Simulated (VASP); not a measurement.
A run of VASP 6.6.1 is set up as follows.

File INCAR:

```
PREC = Accurate
ENCUT = 520
EDIFF = 1E-8
ISMEAR = -1
SIGMA = 0.05
LREAL = False
LASPH = True
NELM = 60
ALGO = Normal
ISIF = 2
LWAVE = False
LCHARG = False
GGA = PS
LEFG = True
NBANDS = 21
```

File KPOINTS:

```
Automatic mesh
0
Gamma
  11 11 11
```

File POSCAR:

```
Sn
1.0
    0.0649120000      3.2780560000      3.2780560000
    3.2780560000      0.0649120000      3.2780560000
    3.2780560000      3.2780560000      0.0649120000
Sn
2
Direct
    0.5000000000      0.5000000000      0.5000000000
    0.7500000000      0.7500000000      0.7500000000
```

Potentials or basis: VASP PAW PBE potentials, release 64 (Sn_d).

Command:

```sh
$ cat potpaw_PBE.64/Sn_d/POTCAR > POTCAR
$ mpirun -np 1 vasp_std > vasp.out
```

Question: Predict the band gap on the k mesh.

Answer: Zero (bands 14 and 15 overlap by 0.21 eV).

Question: Predict the largest force.

Answer: 0.290 eV/Å.

Question: What does it give for the pressure?

Answer: 1.0 GPa.

Stress tensor (GPa, compression positive):
```
 1.01 -0.98 -0.98
-0.98  1.01 -0.98
-0.98 -0.98  1.01
```

Caveat: the cell differs from its parent crystal (equal xy, yz and zx shear strains of +2 %); without QUAD_EFG the Cq values of the log hold for a quadrupole moment of 1 mb, not for the nuclei; the PAW data sets were made with another functional, which shifts forces and pressure a little; spin-orbit coupling is left out, which moves the levels of the heavy elements.
